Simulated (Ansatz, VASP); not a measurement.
## Sn: VASP beside Ansatz

POSCAR

```
Sn
1.0
    0.0000000000      3.2844597792      3.2844597792
    3.2844597792      0.0000000000      3.2844597792
    3.2844597792      3.2844597792      0.0000000000
Sn
2
Direct
    0.0000000000      0.0000000000      0.0000000000
    0.2500000000      0.2500000000      0.2500000000
```

INCAR.step1

```
SYSTEM = Sn
  ALGO = Normal
  EDIFF = 1E-4
  ENCUT = 520
  GGA = PE
  ISMEAR = -1
  LASPH = .True.
  LCHARG = .False.
  LREAL = .False.
  LWAVE = .True.
  NBANDS = 21
  NELM = 100
  PREC = Accurate
  SIGMA = 0.02
```

Contents of INCAR.step2:

```
SYSTEM = Sn
  ALGO = Normal
  EDIFF = 1E-6
  ENCUT = 520
  ISIF = 2
  ISMEAR = -1
  ISTART = 1
  LASPH = .True.
  LCHARG = .True.
  LELF = .True.
  LMIXTAU = .True.
  LREAL = .False.
  LVHAR = .True.
  LWAVE = .False.
  METAGGA = R2SCAN
  NBANDS = 21
  NELM = 100
  PREC = Accurate
  SIGMA = 0.02
```

File KPOINTS:

```
k-points
0
Gamma
  6 6 6
  0 0 0
```

Input for Ansatz:

```yaml
crystal:
  lattice:
    - [0.0, 3.2844597792, 3.2844597792]
    - [3.2844597792, 0.0, 3.2844597792]
    - [3.2844597792, 3.2844597792, 0.0]
  atoms:
    - { symbol: Sn, position: [0.0, 0.0, 0.0] }
    - { symbol: Sn, position: [0.25, 0.25, 0.25] }
kpoints:
  mp_grid: { grid: [6, 6, 6] }
hamiltonian:
  xc: r2scan
scf:
  occupations: { method: fermi_dirac, width: 0.02 }
  n_extra_bands: 4
output:
  forces: true
  stress: true
  eigenvalues: true
```

Alike in both runs: task single point; functional r2SCAN; k mesh 6 × 6 × 6; occupations fermi-dirac, width 0.02 eV; no spin polarisation.

|  | VASP | Ansatz |
| --- | --- | --- |
| version | VASP 6.6.1 | Ansatz 0.2.0 |
| potentials or method | VASP PAW PBE potentials, release 64 (Sn_d) | plane waves, PAW |
| plane-wave cutoff (eV) | 520 | 500 |
| valence electrons in the cell | 28 | 28 |

VASP gave:

| Quantity | Value |
| --- | --- |
| pressure (GPa) | -0.1 |

**Question.** Estimate Ansatz's values.

**Answer.** Pressure (GPa): 0.0.

VASP's potentials were made for PBE, not for r2SCAN.
